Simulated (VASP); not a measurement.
A run of VASP 6.6.1:

Contents of INCAR:

```
SYSTEM = Zn2GeN3
  PREC = Accurate
  ENCUT = 600
  EDIFF = 1E-6
  ISMEAR = 0
  SIGMA = 0.1
  LREAL = .False.
  LASPH = .True.
  NELM = 80
  ALGO = Normal
  ISIF = 3
  LWAVE = .False.
  LCHARG = .False.
  GGA = PE
  IBRION = 2
  NSW = 90
  EDIFFG = -0.04
```

The input KPOINTS:

```
Automatic mesh
0
Gamma
  6 6 2
  0 0 0
```

POSCAR

```
Zn2GeN3
1.0
    3.3756742500      0.0000000000      0.0000000000
   -1.6878371300      2.9234196600      0.0000000000
    0.0000000000      0.0000000000      8.3763732200
Zn Ge N
2 1 3
Direct
    0.3333333300      0.6666666700      0.8271350300
    0.6666666700      0.3333333300      0.1728649700
    0.0000000000      0.0000000000      0.5000000000
    0.3333333300      0.6666666700      0.3480919900
    0.6666666700      0.3333333300      0.6519080100
    0.0000000000      0.0000000000      0.0000000000
```

Potentials or basis: VASP PAW PBE potentials, release 64 (Zn, Ge_d, N).

The run is started by

```console
$ cat potpaw_PBE.64/Zn/POTCAR potpaw_PBE.64/Ge_d/POTCAR potpaw_PBE.64/N/POTCAR > POTCAR
$ mpirun -np 1 vasp_std > vasp.out
```

Hardware: 1 thread of Intel(R) Xeon(R) Platinum 8488C (Sapphire Rapids), on a shared host.

Problem. How long does it take, and how much memory?

Solution. It took 3 min on 1 thread of Intel(R) Xeon(R) Platinum 8488C (Sapphire Rapids) (shared host), peak memory 0.25 GiB. Counts: scf iterations 78, k points 14, ion steps 8.
